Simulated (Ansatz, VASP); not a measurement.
**One calculation of Al3GaN4, two programs**

Contents of INCAR:

```
SYSTEM = Al3GaN4
PREC = Accurate
ENCUT = 520
EDIFF = 1E-6
ISMEAR = 0
SIGMA = 0.05
LREAL = .False.
LASPH = .True.
NELM = 60
ALGO = Normal
ISIF = 2
LWAVE = .False.
LCHARG = .False.
GGA = PS
NBANDS = 31
```

The input KPOINTS:

```
Automatic mesh
0
Gamma
  6 6 6
  0 0 0
```

File POSCAR:

```
Al3GaN4
1.0
    4.6517267777      0.0000000000      0.0000000000
    0.0000000000      4.6517267777      0.0000000000
    0.0000000000      0.0000000000      4.3777400705
Al Ga N
3 1 4
Direct
    0.5000000000      0.5000000000      0.0000000000
    0.5000000000      0.0000000000      0.5000000000
    0.0000000000      0.5000000000      0.5000000000
    0.0000000000      0.0000000000      0.0000000000
    0.7447140287      0.7447140287      0.2552859713
    0.7447140287      0.2552859713      0.7447140287
    0.2552859713      0.7447140287      0.7447140287
    0.2552859713      0.2552859713      0.2552859713
```

Input for Ansatz:

```yaml
crystal:
  lattice:
    - [4.6517267777, 0.0, 0.0]
    - [0.0, 4.6517267777, 0.0]
    - [0.0, 0.0, 4.3777400705]
  atoms:
    - { symbol: Al, position: [0.5, 0.5, 0.0] }
    - { symbol: Al, position: [0.5, 0.0, 0.5] }
    - { symbol: Al, position: [0.0, 0.5, 0.5] }
    - { symbol: Ga, position: [0.0, 0.0, 0.0] }
    - { symbol: "N", position: [0.7447140287, 0.7447140287, 0.2552859713] }
    - { symbol: "N", position: [0.7447140287, 0.2552859713, 0.7447140287] }
    - { symbol: "N", position: [0.2552859713, 0.7447140287, 0.7447140287] }
    - { symbol: "N", position: [0.2552859713, 0.2552859713, 0.2552859713] }
basis:
  ecutwfc: 520.0
kpoints:
  mp_grid: { grid: [6, 6, 6] }
hamiltonian:
  xc: pbesol
scf:
  occupations: { method: gaussian, width: 0.05 }
output:
  forces: true
  stress: true
  eigenvalues: true
```

Alike in both runs: task single point; functional PBEsol; k mesh 6 × 6 × 6; occupations gaussian, width 0.05 eV; no spin polarisation.

|  | VASP | Ansatz |
| --- | --- | --- |
| version | VASP 6.6.1 | Ansatz 0.2.0 |
| potentials or method | VASP PAW PBE potentials, release 64 (Al, Ga_d, N), cutoff 520 eV | scalar-relativistic, plane waves, PAW |
| valence electrons in the cell | 42 | 42 |

|  | VASP | Ansatz | Ansatz less VASP |
| --- | --- | --- | --- |
| gap on the k mesh at the Fermi level (eV) | 2.47 | 2.46 | -0.010 |
| least direct gap on the mesh (eV) | 2.47 | 2.46 | -0.010 |
| pressure (GPa) | -16.6 | -16.5 | +0.10 |
| traceless stress, the component that is largest in VASP (GPa) | 4.71 | 4.70 | -0.012 |
| rms of the force components (eV/Å) | 0.021 | 0.021 | 0.0000 |

VASP's potentials were made for PBE, not for PBEsol. Atom by atom the forces differ by 0.001 eV/Å (rms over components). With one functional, cell and mesh, what is left measures potentials, basis and numerics.
